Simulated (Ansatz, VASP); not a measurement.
## One calculation of MnO, two programs

INCAR

```
PREC     = Accurate       # precision mode
ENCUT    = 520            # plane-wave cutoff, eV
EDIFF    = 1E-6           # SCF threshold, eV
ISMEAR   = -1             # smearing method
SIGMA    = 0.05           # smearing width, eV
LREAL    = F              # projectors in reciprocal space
LASPH    = T              # aspherical terms in the spheres
NELM     = 150            # most SCF steps
ALGO     = Normal         # electronic algorithm
ISIF     = 2              # what is computed and relaxed
LWAVE    = F              # write WAVECAR
LCHARG   = F              # write CHGCAR
LMAXMIX  = 4              # l up to which the mixer works
LDAU     = T              # DFT+U
LDAUTYPE = 2            
LDAUL    = 2 -1           # shell
LDAUU    = 4 0            # U, eV
LDAUJ    = 0 0          
LDAUPRINT= 1            
GGA      = PE             # functional
NBANDS   = 27             # bands
```

KPOINTS

```
Automatic mesh
0
Gamma
  9 9 5
```

Contents of POSCAR:

```
MnO
1.0
    3.3717000000      0.0000000000      0.0000000000
   -1.6858500000      2.9199778500      0.0000000000
    0.0000000000      0.0000000000      5.3855000000
Mn O
2 2
Direct
    0.3333333300      0.6666666700      0.0109600000
    0.6666666700      0.3333333300      0.5109600000
    0.3333333300      0.6666666700      0.3754700000
    0.6666666700      0.3333333300      0.8754700000
```

Input for Ansatz:

```yaml
crystal:
  lattice:
    - [3.3717, 0.0, 0.0]
    - [-1.68585, 2.91997785, 0.0]
    - [0.0, 0.0, 5.3855]
  atoms:
    - { symbol: Mn, position: [0.33333333, 0.66666667, 0.01096] }
    - { symbol: Mn, position: [0.66666667, 0.33333333, 0.51096] }
    - { symbol: O, position: [0.33333333, 0.66666667, 0.37547] }
    - { symbol: O, position: [0.66666667, 0.33333333, 0.87547] }
  symmetry: { tolerance: 0.0003 }
hamiltonian:
  xc: pbe
  pseudopotentials: { kind: paw, azcp: { folder: soft_1 } }
  hubbard: { sites: [{ species: Mn, l: d, u_eff: 4.0 }] }
basis:
  ecutwfc: 420
magnetization:
  spin_polarized: false
scf:
  occupations: { method: fermi_dirac, width: 0.05 }
kpoints:
  mp_grid: { grid: [9, 9, 5], shift: [0, 0, 0] }
output:
  forces: true
  stress: true
  eigenvalues: true
```

Alike in both runs: task single point; functional PBE; k mesh 9 × 9 × 5; occupations fermi-dirac, width 0.05 eV; no spin polarisation; Hubbard terms Mn d U = 4.0 eV.

```csv
,VASP,Ansatz
version,VASP 6.6.1,Ansatz 0.2.0
potentials or method,"VASP PAW PBE potentials, release 64 (Mn_pv, O), cutoff 520 eV",PAW plane waves
valence electrons in the cell,38,42
```

VASP gave:

| Property | Result |
| --- | --- |
| pressure (GPa) | -19.3 |
| traceless stress, the component that is largest in VASP (GPa) | 9.62 |
| rms of the force components (eV/Å) | 0.568 |

Estimate Ansatz's values.

pressure (GPa): -19.9; traceless stress, the component that is largest in VASP (GPa): 9.10; rms of the force components (eV/Å): 0.745.

The programs project onto different local orbitals, so the same U acts differently, and such runs can settle in different states. Atom by atom the forces differ by 0.177 eV/Å (rms over components). VASP's potentials hold 38 valence electrons a cell and Ansatz's 42, so a difference there can come from the potentials and not from the codes. Ansatz's warnings: filled band counts differ across k points.
